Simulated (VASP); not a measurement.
# MgS (I-4m2) in VASP: notebook, part 2 of 2

VASP 6.6.1. Earlier steps stand in the parts before.

## 3. Single point, r2SCAN (epitaxial xy strain +2.9%)

Contents of POSCAR:

```
MgS
1.0
    0.0000000000      2.9121230042      2.7101022774
    2.9121230042      0.0000000000      2.7101022774
    2.9121230042      2.9121230042      0.0000000000
Mg S
1 1
Direct
    0.0000000000      0.0000000000      0.0000000000
    0.2500000000      0.2500000000      0.2500000000
```

Contents of INCAR.step1:

```
ALGO = Normal ; EDIFF = 1E-4
ENCUT = 520 ; GGA = PE
ISMEAR = 0 ; LASPH = True
LCHARG = False ; LREAL = False
LWAVE = True ; NBANDS = 11
NELM = 60 ; PREC = Accurate
SIGMA = 0.01
```

Contents of INCAR.step2:

```
ALGO = Normal ; EDIFF = 1E-7
ENCUT = 520 ; ISIF = 2
ISMEAR = 0 ; ISTART = 1
LASPH = True ; LCHARG = False
LMIXTAU = True ; LREAL = False
LWAVE = False ; METAGGA = R2SCAN
NBANDS = 11 ; NELM = 60
PREC = Accurate ; SIGMA = 0.01
```

Contents of KPOINTS:

```
k-points
0
Gamma
  8 8 8
```

Potentials or basis: VASP PAW PBE potentials, release 64 (Mg, S).

On the command line:

```sh
> cat potpaw_PBE.64/Mg/POTCAR potpaw_PBE.64/S/POTCAR > POTCAR
> cp INCAR.step1 INCAR
> mpirun -np 1 vasp_std > vasp.out
> cp INCAR.step2 INCAR
> mpirun -np 1 vasp_std > vasp.out
```

OUTCAR:

```text
EDIFF = 1E-7
   ENCUT = 520
   ISIF = 2
   ISMEAR = 0
   ISTART = 1
   LASPH = True
   LREAL = False
   METAGGA = R2SCAN
   NELM = 60
   PREC = Accurate

 ion  position               nearest neighbor table
   1  0.000  0.000  0.000-   2 2.47   2 2.47   2 2.47   2 2.47
   2  0.250  0.250  0.250-   1 2.47   1 2.47   1 2.47   1 2.47

  LATTYP: Found a body centered tetragonal cell.
 ALAT       =     4.1183638478
 C/A-ratio  =     1.3161062876

  Lattice vectors:

 A1 = (   0.0000000000,  -2.9121230042,  -2.7101022774)
 A2 = (   0.0000000000,   2.9121230042,  -2.7101022774)
 A3 = (   2.9121230042,   0.0000000000,   2.7101022774)

Analysis of symmetry for initial positions (statically):
=====================================================================
 Subroutine PRICEL returns:
 Original cell was already a primitive cell.

 Routine SETGRP: Setting up the symmetry group for a
 body centered tetragonal supercell.

 Subroutine GETGRP returns: Found  8 space group operations
 (whereof  8 operations were pure point group operations)
 out of a pool of 16 trial point group operations.

[... 173 lines left out ...]
      2       0.6460      2.00000
      3       0.6462      2.00000
      4       0.8125      2.00000
      5       4.7404      0.00000
      6       9.2618      0.00000
      7       9.2620      0.00000
      8       9.3076      0.00000
      9      11.5339      0.00000
     10      12.6013      0.00000
     11      14.8443      0.00000
[... 309 lines left out ...]
 k-point    24 :       0.3750    0.0000    0.1250
  band No.  band energies     occupation
      1     -10.4641      2.00000
      2      -1.7281      2.00000
      3       0.1000      2.00000
      4       0.3687      2.00000
      5       6.8196      0.00000
      6       8.2422      0.00000
      7       9.3019      0.00000
      8       9.9690      0.00000
      9      12.1927      0.00000
     10      13.4696      0.00000
     11      14.6489      0.00000

 [... further k-points ...]

------------------------ aborting loop because EDIFF is reached ----------------------------------------

  FORCE on cell =-STRESS in cart. coord.  units (eV):
  Direction    XX          YY          ZZ          XY          YZ          ZX
  --------------------------------------------------------------------------------------
  -------------------------------------------------------------------------------------
  Total       -0.4711248     -0.4711248     -0.0715060      0.0000000     -0.0000000      0.0000000
  in kB      -16.4214480    -16.4214480     -2.4924006      0.0000000     -0.0000000      0.0000000
  external PRESSURE =     -11.7784322 kB  Pullay stress =       0.0000000 kB

 VOLUME and BASIS-vectors are now :
 -----------------------------------------------------------------------------
  energy-cutoff  :      520.00
  volume of cell :       45.97
      direct lattice vectors                 reciprocal lattice vectors
     0.000000000  2.912123004  2.710102277    -0.171696044  0.171696044  0.184494882
     2.912123004  0.000000000  2.710102277     0.171696044 -0.171696044  0.184494882
     2.912123004  2.912123004  0.000000000     0.171696044  0.171696044 -0.184494882

 POSITION                                       TOTAL-FORCE (eV/Angst)
 -----------------------------------------------------------------------------------
      0.00000      0.00000      0.00000         0.000000      0.000000      0.000000
      1.45606      1.45606      1.35505        -0.000000     -0.000000     -0.000000
 -----------------------------------------------------------------------------------
    total drift:                               -0.001762     -0.001762     -0.002452

  FREE ENERGIE OF THE ION-ELECTRON SYSTEM (eV)
  ---------------------------------------------------
  free  energy   TOTEN  =       -15.4379375773 eV

  energy  without entropy=      -15.4379375773  energy(sigma->0) =      -15.43793758
```

OSZICAR.step1:

```text
N       E                     dE             d eps       ncg     rms          rms(c)
DAV:   1     0.258157327152E+02    0.25816E+02   -0.33969E+03  1306   0.570E+02
DAV:   2    -0.700066359010E+01   -0.32816E+02   -0.31696E+02  1637   0.101E+02
DAV:   3    -0.896926338557E+01   -0.19686E+01   -0.19658E+01  1604   0.267E+01
DAV:   4    -0.898507622370E+01   -0.15813E-01   -0.15811E-01  1633   0.290E+00
DAV:   5    -0.898526328657E+01   -0.18706E-03   -0.18706E-03  1647   0.306E-01    0.401E+00
DAV:   6    -0.849072558084E+01    0.49454E+00   -0.12488E+00  1442   0.413E+00    0.306E+00
DAV:   7    -0.845670218033E+01    0.34023E-01   -0.26801E-01  1547   0.210E+00    0.239E+00
DAV:   8    -0.846440101258E+01   -0.76988E-02   -0.24491E-02  1445   0.940E-01    0.137E+00
DAV:   9    -0.846347604459E+01    0.92497E-03   -0.25277E-03  1475   0.248E-01    0.452E-01
DAV:  10    -0.846367686246E+01   -0.20082E-03   -0.69221E-04  1472   0.123E-01    0.865E-02
DAV:  11    -0.846368370533E+01   -0.68429E-05   -0.53082E-05  1394   0.300E-02
   1 F= -.84636837E+01 E0= -.84636837E+01  d E =-.243582E-65
```

Wall time 2.6 min (1 thread of Intel Xeon 8259CL, shared host); peak memory 0.19 GiB.

What came out:

| Property | Result |
| --- | --- |
| Free energy | -15.4379 eV |
| Pressure | -1.2 GPa |
| Band gap on the k mesh | 3.93 eV |

Caveat: the cell differs from its parent crystal (epitaxial xy strain +2.9%); the structure was generated, so it needn't be the stable form of MgS; the PAW data sets were made with another functional, which shifts forces and pressure a little.

## 4. Single point, HSE06 (epitaxial xy strain +2.9%)

POSCAR is that of step 3.

Contents of INCAR.step1:

```
PREC = Accurate ; ENCUT = 520
EDIFF = 1E-5 ; ISMEAR = 0
SIGMA = 0.01 ; LREAL = False
LASPH = True ; NELM = 60
ALGO = Normal ; ISIF = 2
LWAVE = True ; LCHARG = False
NBANDS = 11 ; GGA = PE
```

Contents of INCAR.step2:

```
PREC = Accurate ; ENCUT = 520
EDIFF = 1E-6 ; ISMEAR = 0
SIGMA = 0.01 ; LREAL = False
LASPH = True ; NELM = 60
ALGO = Normal ; ISIF = 2
LWAVE = False ; LCHARG = False
GGA = PE ; LHFCALC = True
HFSCREEN = 0.2079 ; PRECFOCK = Normal
NBANDS = 11 ; ISTART = 1
```

Contents of KPOINTS:

```
regular mesh
0
Gamma
  6 6 6
```

Potentials or basis: VASP PAW PBE potentials, release 64 (Mg, S).

On the command line:

```sh
> cat potpaw_PBE.64/Mg/POTCAR potpaw_PBE.64/S/POTCAR > POTCAR
> cp INCAR.step1 INCAR
> mpirun -np 1 vasp_std > vasp.out
> cp INCAR.step2 INCAR
> mpirun -np 1 vasp_std > vasp.out
```

OUTCAR:

```text
PREC = Accurate
   ENCUT = 520
   EDIFF = 1E-6
   ISMEAR = 0
   LREAL = False
   LASPH = True
   NELM = 60
   ISIF = 2
   GGA = PE
   LHFCALC = True
   HFSCREEN = 0.2079
   PRECFOCK = Normal
   ISTART = 1

 ion  position               nearest neighbor table
   1  0.000  0.000  0.000-   2 2.47   2 2.47   2 2.47   2 2.47
   2  0.250  0.250  0.250-   1 2.47   1 2.47   1 2.47   1 2.47

  LATTYP: Found a body centered tetragonal cell.
 ALAT       =     4.1183638478
 C/A-ratio  =     1.3161062876
[... 534 lines left out ...]

------------------------ aborting loop because EDIFF is reached ----------------------------------------

  FORCE on cell =-STRESS in cart. coord.  units (eV):
  Direction    XX          YY          ZZ          XY          YZ          ZX
  --------------------------------------------------------------------------------------
  -------------------------------------------------------------------------------------
  Total       -0.4317678     -0.4317678     -0.0313704      0.0000000      0.0000000      0.0000000
  in kB      -15.0496251    -15.0496251     -1.0934418      0.0000000      0.0000000      0.0000000
  external PRESSURE =     -10.3975640 kB  Pullay stress =       0.0000000 kB

 VOLUME and BASIS-vectors are now :
 -----------------------------------------------------------------------------
  energy-cutoff  :      520.00
  volume of cell :       45.97
      direct lattice vectors                 reciprocal lattice vectors
     0.000000000  2.912123004  2.710102277    -0.171696044  0.171696044  0.184494882
     2.912123004  0.000000000  2.710102277     0.171696044 -0.171696044  0.184494882
     2.912123004  2.912123004  0.000000000     0.171696044  0.171696044 -0.184494882

 POSITION                                       TOTAL-FORCE (eV/Angst)
 -----------------------------------------------------------------------------------
      0.00000      0.00000      0.00000        -0.000000      0.000000      0.000000
      1.45606      1.45606      1.35505         0.000000     -0.000000     -0.000000
 -----------------------------------------------------------------------------------
    total drift:                               -0.000001     -0.000001     -0.000002

  FREE ENERGIE OF THE ION-ELECTRON SYSTEM (eV)
  ---------------------------------------------------
  free  energy   TOTEN  =        -9.8336023290 eV

  energy  without entropy=       -9.8336023290  energy(sigma->0) =       -9.83360233
```

Run time: 23 min. Hardware: 1 thread of Intel Xeon 8259CL, shared host; peak memory 0.3 GiB.

What came out:

```yaml
Free_energy: -9.8336 eV
Pressure: -1.0 GPa
Band_gap_on_the_k_mesh: 4.31 eV
```

Stress tensor (GPa, compression positive):
```
-1.50  0.00  0.00
 0.00 -1.50  0.00
 0.00  0.00 -0.11
```

Caveat: the cell differs from its parent crystal (epitaxial xy strain +2.9%); the structure was generated, so it needn't be the stable form of MgS; the PAW data sets were made with another functional, which shifts forces and pressure a little. A k mesh can miss the band edges.

## 5. Overview

```tsv
level	k mesh	smearing	grid for exact exchange (PRECFOCK)	share of exact exchange	screening parameter	gap on the mesh (eV)	pressure (GPa)
PBE	8 × 8 × 8	fermi-dirac 0.02 eV	-	-	-	3.26	0.0
r2SCAN	8 × 8 × 8	gaussian 0.01 eV	-	-	-	3.93	-1.2
HSE06	6 × 6 × 6	gaussian 0.01 eV	Normal	0.25	0.2079 1/Å	4.31	-1.0
```

Alike in all rows: task single point; potentials or basis VASP PAW PBE potentials, release 64 (Mg, S); no spin polarisation; cell as given; cutoff (eV) 520.

Caveats: the structure was generated, so it needn't be the stable form of MgS; the PAW data sets were made with another functional, which shifts forces and pressure a little (at least some runs).

Total energies depend on the potentials used, so only differences within one code and one set of settings carry meaning.
